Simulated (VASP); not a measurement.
# WC (Qusongite) in VASP: single point with LDA

Aim: the single point of WC (Qusongite) with LDA.

All numbers are computed with VASP 6.6.1; they aren't measurements. Logs are shortened: lines on timing, memory, paths and dates and some standing lists are left out, and cuts for length are marked.

### 1 The cell of the first run

The cell holds a slab with vacuum, 10 atoms: a = 2.884 Å, b = 2.884 Å, c = 27.656 Å, α = 90.00°, β = 90.00°, γ = 120.00°.

### 2 Single point, LDA

File INCAR:

```
ALGO = Normal ; DIPOL = 0.5 0.5 0.500
EDIFF = 1E-6 ; ENCUT = 520
IDIPOL = 3 ; ISIF = 2
ISMEAR = 0 ; LASPH = True
LCHARG = True ; LDIPOL = True
LELF = True ; LREAL = False
LVACPOTAV = True ; LVHAR = True
LWAVE = False ; NBANDS = 56
NELM = 80 ; PREC = Accurate
SIGMA = 0.1
```

File KPOINTS:

```
k-points
0
Gamma
  12 12 1
```

File POSCAR:

```
WC
1.0
    2.8835783792      0.0000000000      0.0000000000
   -1.4417891896      2.4972521302      0.0000000000
    0.0000000000      0.0000000000     27.6561642501
C W
5 5
Direct
    0.6666666667      0.3333333333      0.2799580548
    0.6666666667      0.3333333333      0.3731756153
    0.6666666667      0.3333333333      0.4740510721
    0.6666666667      0.3333333333      0.5758651279
    0.6666666667      0.3333333333      0.6779966714
    0.0000000000      0.0000000000      0.3191775453
    0.0000000000      0.0000000000      0.4225960066
    0.0000000000      0.0000000000      0.5243599723
    0.0000000000      0.0000000000      0.6262772130
    0.0000000000      0.0000000000      0.7265427213
```

Potentials or basis: VASP PAW LDA potentials, release 64 (C, W_sv).

Run with:

```
$ cat potpaw_LDA.64/C/POTCAR potpaw_LDA.64/W_sv/POTCAR > POTCAR
$ mpirun -np 1 vasp_std > vasp.out
```

OUTCAR:

```text
EDIFF = 1E-6
   ENCUT = 520
   ISIF = 2
   ISMEAR = 0
   LASPH = True
   LREAL = False
   NELM = 80
   PREC = Accurate

 ion  position               nearest neighbor table
   1  0.667  0.333  0.280-   6 1.99   6 1.99   6 1.99
   2  0.667  0.333  0.373-   7 2.15   7 2.15   7 2.15   6 2.24   6 2.24   6 2.24
   3  0.667  0.333  0.474-   8 2.17   8 2.17   8 2.17   7 2.19   7 2.19   7 2.19
   4  0.667  0.333  0.576-   9 2.17   9 2.17   9 2.17   8 2.19   8 2.19   8 2.19
   5  0.667  0.333  0.678-  10 2.14  10 2.14  10 2.14   9 2.19   9 2.19   9 2.19
   6  0.000  0.000  0.319-   1 1.99   1 1.99   1 1.99   2 2.24   2 2.24   2 2.24   7 2.86
   7  0.000  0.000  0.423-   2 2.15   2 2.15   2 2.15   3 2.19   3 2.19   3 2.19   8 2.81   6 2.86

   8  0.000  0.000  0.524-   3 2.17   3 2.17   3 2.17   4 2.19   4 2.19   4 2.19   7 2.81   9 2.82

   9  0.000  0.000  0.626-   4 2.17   4 2.17   4 2.17   5 2.19   5 2.19   5 2.19  10 2.77   8 2.82

  10  0.000  0.000  0.727-   5 2.14   5 2.14   5 2.14   9 2.77

  LATTYP: Found a hexagonal cell.
 ALAT       =     2.8835783792
 C/A-ratio  =     9.5909181625

  Lattice vectors:

 A1 = (   2.8835783792,   0.0000000000,   0.0000000000)
 A2 = (  -1.4417891896,   2.4972521302,   0.0000000000)
 A3 = (   0.0000000000,   0.0000000000,  27.6561642501)

Analysis of symmetry for initial positions (statically):
=====================================================================
 Subroutine PRICEL returns:
 Original cell was already a primitive cell.

 Routine SETGRP: Setting up the symmetry group for a
 hexagonal supercell.

 Subroutine GETGRP returns: Found  6 space group operations
 (whereof  6 operations were pure point group operations)
 out of a pool of 24 trial point group operations.

The static configuration has the point symmetry C_3v.

Analysis of symmetry for dynamics (positions and initial velocities):
=====================================================================
 Subroutine PRICEL returns:
 Original cell was already a primitive cell.

 Routine SETGRP: Setting up the symmetry group for a
 hexagonal supercell.

 Subroutine GETGRP returns: Found  6 space group operations
 (whereof  6 operations were pure point group operations)
 out of a pool of 24 trial point group operations.

The dynamic configuration has the point symmetry C_3v.

 Subroutine INISYM returns: Found  6 space group operations
 (whereof  6 operations are pure point group operations),
 and found     1 'primitive' translations

----------------------------------------------------------------------------------------

                                     Primitive cell

  volume of cell :     199.1527

  direct lattice vectors                    reciprocal lattice vectors
     2.883578379  0.000000000  0.000000000     0.346791336  0.200220071  0.000000000
    -1.441789190  2.497252130  0.000000000     0.000000000  0.400440143  0.000000000
     0.000000000  0.000000000 27.656164250     0.000000000  0.000000000  0.036158304

  length of vectors
     2.883578379  2.883578379 27.656164250     0.400440143  0.400440143  0.036158304

  position of ions in fractional coordinates (direct lattice)
     0.666666667  0.333333333  0.279958055
     0.666666667  0.333333333  0.373175615
     0.666666667  0.333333333  0.474051072
     0.666666667  0.333333333  0.575865128
     0.666666667  0.333333333  0.677996671
     0.000000000  0.000000000  0.319177545
     0.000000000  0.000000000  0.422596007
     0.000000000  0.000000000  0.524359972
     0.000000000  0.000000000  0.626277213
     0.000000000  0.000000000  0.726542721

  ion indices of the primitive-cell ions
   primitive index   ion index
                 1           1
                 2           2
                 3           3
                 4           4
                 5           5
                 6           6
                 7           7
                 8           8
                 9           9
                10          10

----------------------------------------------------------------------------------------

 KPOINTS: k-points

Automatic generation of k-mesh.
 Grid dimensions read from file:
 generate k-points for:   12   12    1

 Generating k-lattice:

  Cartesian coordinates                     Fractional coordinates (reciprocal lattice)
     0.028899278  0.016685006  0.000000000     0.083333333 -0.000000000  0.000000000
     0.000000000  0.033370012  0.000000000     0.000000000  0.083333333  0.000000000
     0.000000000  0.000000000  0.036158304     0.000000000  0.000000000  1.000000000

  Length of vectors
     0.033370012  0.033370012  0.036158304

  Shift w.r.t. Gamma in fractional coordinates (k-lattice)
     0.000000000  0.000000000  0.000000000

 Subroutine IBZKPT returns following result:
 ===========================================

 Found     19 irreducible k-points:

 Following reciprocal coordinates:
            Coordinates               Weight
  0.000000  0.000000  0.000000      1.000000
  0.083333  0.000000  0.000000      6.000000
  0.166667  0.000000  0.000000      6.000000
  0.250000  0.000000  0.000000      6.000000
  0.333333  0.000000  0.000000      6.000000
  0.416667  0.000000  0.000000      6.000000
[... 11 lines left out ...]
  0.333333  0.250000  0.000000     12.000000
  0.333333  0.333333  0.000000      2.000000
   k-points           NKPTS =     19   k-points in BZ     NKDIM =     19   number of bands    NBANDS=     56
   number of dos      NEDOS =    301   number of ions     NIONS =     10
   total plane-waves  NPLWV = 120960
   dimension x,y,z NGX =    24 NGY =   24 NGZ =  210
   dimension x,y,z NGXF=    48 NGYF=   48 NGZF=  420
   ions per type =               5   5
   NGX,Y,Z   is equivalent  to a cutoff of  13.84, 13.84, 12.62 a.u.
   NGXF,Y,Z  is equivalent  to a cutoff of  27.67, 27.67, 25.25 a.u.
 SYSTEM =  unknown system
   PREC   = accura    normal or accurate (medium, high low for compatibility)
   ISTART =      0    job   : 0-new  1-cont  2-samecut
   ICHARG =      2    charge: 1-file 2-atom 10-const
   ISPIN  =      1    spin polarized calculation?
   LNONCOLLINEAR =      F non collinear calculations
   LSORBIT =      F    spin-orbit coupling
   LASPH  =      T    aspherical Exc in radial PAW
   ENCUT  =  520.0 eV  38.22 Ry    6.18 a.u.   5.36  5.36 51.42*2*pi/ulx,y,z
   NELM   =     80;   NELMIN=  2; NELMDL= -5     # of ELM steps
   EDIFF  = 0.1E-05   stopping-criterion for ELM
   LREAL  =      F    real-space projection
   EDIFFG = 0.1E-04   stopping-criterion for IOM
   NSW    =      0    number of steps for IOM
   IBRION =     -1    ionic relax: 0-MD 1-quasi-New 2-CG
   NFREE  =      0    steps in history (QN), initial steepest desc. (CG)
   ISIF   =      2    stress and relaxation
   ISYM   =      2    0-nonsym 1-usesym 2-fastsym
   POTIM  = 0.5000    time-step for ionic-motion
   TEBEG  =    0.0;   TEEND  =   0.0 temperature during run
   PSTRESS=    0.0 pullay stress
   NELECT =      90.0000    total number of electrons
   NUPDOWN=      -1.0000    fix difference up-down
   EMIN   =  10.00;   EMAX   =-10.00  energy-range for DOS
   EFERMI =   0.00;   METHOD = LEGACY
   ISMEAR =     0;   SIGMA  =   0.10  broadening in eV -4-tet -1-fermi 0-gaus
   EFERMI_NEDOS =   21; number of points for ismear=-14 and -15
   IALGO  =     38    algorithm
   IMIX   =      4    mixing-type and parameters
     AMIX     =   0.40;   BMIX     =  1.00
     AMIX_MAG =   1.60;   BMIX_MAG =  1.00
  volume/ion in A,a.u.               =      19.92       134.39
  Fermi-wavevector in a.u.,A,eV,Ry     =   1.256301  2.374064 21.473962  1.578292
  Thomas-Fermi vector in A             =   2.390015
   LORBIT       =      0    0 simple, 1 ext, 2 COOP (PROOUT), +10 PAW based schemes
   GGA     = CA    functional components
   LHFCALC =     F    Hartree Fock is set to
   AEXX    =    0.0000 exact exchange contribution
   IVDW    =     0    specifies the selected vdW correction
   LEPSILON=     F    determine dielectric tensor
   LRPA    =     F    only Hartree local field effects (RPA)
 non-spin polarized calculation
 Gauss-broadening in eV      SIGMA  =   0.10
  energy-cutoff  :      520.00
  volume of cell :      199.15
 maximum number of plane-waves:      5467
 NGX is ok and might be reduce to    24
   NGX = 11   NGY = 11   NGZ =103

 dipolmoment           0.000000      0.000000      0.014044 electrons x Angstroem

 number of electron      89.9999993 magnetization

 dipolmoment           0.000000      0.000000     -0.049632 electrons x Angstroem

 Free energy of the ion-electron system (eV)
  ---------------------------------------------------
  ext. energy  EPLUGINS =         0.00000000
  ---------------------------------------------------
  free energy    TOTEN  =      -118.62259653 eV

  energy without entropy =     -118.60936773  energy(sigma->0) =     -118.61598213

 E-fermi :   3.0170     XC(G=0):  -7.9308

 val. band max:        2.9933830496   @ k =   0.5000   0.0000   0.0000
 cond. band min:       3.0291197906   @ k =   0.0833   0.0833   0.0000
 fundamental gap:      0.0357367410
 Fermi energy:         3.0169603355

 k-point     1 :       0.0000    0.0000    0.0000
  band No.  band energies     occupation
      1     -70.7181      2.00000
      2     -70.6172      2.00000
      3     -70.5105      2.00000
      4     -70.3949      2.00000
      5     -70.3585      2.00000
      6     -35.6741      2.00000
[... 48 lines left out ...]
     55       5.8930      0.00000
     56       6.5665      0.00000

 k-point     2 :       0.0833    0.0000    0.0000
  band No.  band energies     occupation
      1     -70.7137      2.00000
      2     -70.6129      2.00000
      3     -70.5061      2.00000
      4     -70.3904      2.00000
      5     -70.3538      2.00000
      6     -35.6625      2.00000
[... 996 lines left out ...]
  band No.  band energies     occupation
      1     -70.6429      2.00000
      2     -70.5453      2.00000
      3     -70.4355      2.00000
      4     -70.3192      2.00000
      5     -70.2793      2.00000
      6     -35.4818      2.00000
[... 48 lines left out ...]
     55       7.8900      0.00000
     56       8.3578      0.00000

------------------------ aborting loop because EDIFF is reached ----------------------------------------

  FORCE on cell =-STRESS in cart. coord.  units (eV):
  Direction    XX          YY          ZZ          XY          YZ          ZX
  --------------------------------------------------------------------------------------
  -------------------------------------------------------------------------------------
  Total        2.1659728      2.1659728      1.7103688      0.0000000      0.0000000     -0.0000000
  in kB       17.4251884     17.4251884     13.7598674      0.0000000      0.0000000     -0.0000000
  external PRESSURE =      16.2034147 kB  Pullay stress =       0.0000000 kB

 VOLUME and BASIS-vectors are now :
 -----------------------------------------------------------------------------
  energy-cutoff  :      520.00
  volume of cell :      199.15
      direct lattice vectors                 reciprocal lattice vectors
     2.883578379  0.000000000  0.000000000     0.346791336  0.200220071  0.000000000
    -1.441789190  2.497252130  0.000000000     0.000000000  0.400440143  0.000000000
     0.000000000  0.000000000 27.656164250     0.000000000  0.000000000  0.036158304

 POSITION                                       TOTAL-FORCE (eV/Angst)
 -----------------------------------------------------------------------------------
      1.44179      0.83242      7.74257         0.000000      0.000000     -0.186833
      1.44179      0.83242     10.32061         0.000000      0.000000     -0.012449
      1.44179      0.83242     13.11043         0.000000     -0.000000     -0.005202
      1.44179      0.83242     15.92622        -0.000000     -0.000000     -0.004430
      1.44179      0.83242     18.75079        -0.000000     -0.000000      0.007566
      0.00000      0.00000      8.82723        -0.000000      0.000000      0.057417
      0.00000      0.00000     11.68738        -0.000000      0.000000      0.000654
      0.00000      0.00000     14.50179        -0.000000      0.000000      0.006344
      0.00000      0.00000     17.32043        -0.000000      0.000000      0.002731
      0.00000      0.00000     20.09338        -0.000000     -0.000000      0.134201
 -----------------------------------------------------------------------------------
    total drift:                               -0.000000      0.000000      0.000931

  FREE ENERGIE OF THE ION-ELECTRON SYSTEM (eV)
  ---------------------------------------------------
  free  energy   TOTEN  =      -118.6225965304 eV

  energy  without entropy=     -118.6093677258  energy(sigma->0) =     -118.61598213

 vacuum level on the upper side and lower side of the slab         8.140         9.401
```

Wall time 13 min (1 thread of AMD EPYC 7R13, shared host); peak memory 0.37 GiB.

Results:

```
Free energy            : -118.6226 eV
Largest force          : 0.187 eV/Å
Band gap on the k mesh : zero (band 45 reaches 3.52 eV, above the bottom of band 46 at 2.66 eV)
```

Forces in eV/Å, atoms in the order of the input:
```
C    0.000  0.000 -0.187
C    0.000  0.000 -0.012
C    0.000  0.000 -0.005
C    0.000  0.000 -0.004
C    0.000  0.000  0.008
W    0.000  0.000  0.057
W    0.000  0.000  0.001
W    0.000  0.000  0.006
W    0.000  0.000  0.003
W    0.000  0.000  0.134
```

Levels at points of the mesh, in eV from the Fermi level:
```
           k point  band 41  band 42  band 43  band 44  band 45  band 46  band 47  band 48  band 49  band 50
(0.00, 0.00, 0.00)    -1.10    -0.59    -0.59    -0.10    -0.10     0.07     0.50     0.72     0.72     1.59
(0.50, 0.00, 0.00)    -1.78    -0.86    -0.59    -0.02     0.50     1.57     2.15     2.44     3.45     4.00
```

Caveat: spin-orbit coupling is left out, which moves the levels of the heavy elements.
